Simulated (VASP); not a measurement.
## SiC: single point with PBE

System: SiC, a slab with vacuum.

```
Si C
1.0
     3.09693    0.00000    0.00000
     0.00000    4.37971    0.00000
     0.00000    0.00000   20.64540
Si C
4 4
Direct
  0.00000 0.83635 0.40036
  0.50000 0.38237 0.45865
  0.00000 0.88237 0.54135
  0.50000 0.33634 0.59964
  0.50000 0.64151 0.38791
  0.00000 0.13978 0.46196
  0.50000 0.63977 0.53804
  0.00000 0.14150 0.61209
```

* Program: VASP 6.6.1
* Task: single point
* Functional: PBE
* Potentials or basis: VASP PAW PBE potentials, release 64 (Si, C)
* Cutoff: 520 eV
* k mesh: 8 × 6 × 1
* Occupations: fermi-dirac, width 0.02 eV
* Spin: no spin polarisation

```
Largest force          : 0.131 eV/Å
Band gap on the k mesh : 0.72 eV (least direct gap 1.14 eV)
```

Forces in eV/Å, atoms in the order of the input:
```
Si   0.000  0.044  0.105
Si   0.000 -0.010  0.108
Si   0.000  0.001  0.102
Si   0.000 -0.052  0.104
C    0.000  0.012 -0.130
C    0.000 -0.003 -0.087
C    0.000  0.008 -0.083
C    0.000  0.000 -0.119
```

Levels at points of the mesh, in eV from the valence-band top:
```tsv
k point	band 14	band 15	band 16	band 17	band 18	band 19
(0.00, 0.00, 0.00)	-1.10	-0.78	-0.14	1.76	2.52	3.53
(0.50, 0.00, 0.00)	-2.60	-0.56	-0.45	0.72	0.79	3.41
(0.00, 0.50, 0.00)	-1.89	-0.52	-0.37	2.33	2.58	4.20
(0.50, 0.50, 0.00)	-2.10	-0.25	-0.11	1.82	1.99	5.13
```

Wall time 2.5 min on 1 thread of Intel(R) Xeon(R) Platinum 8488C (Sapphire Rapids), with other jobs on the host, peak memory 0.43 GiB.

Caveat: semilocal functionals underestimate gaps, and a narrow one can read as zero.
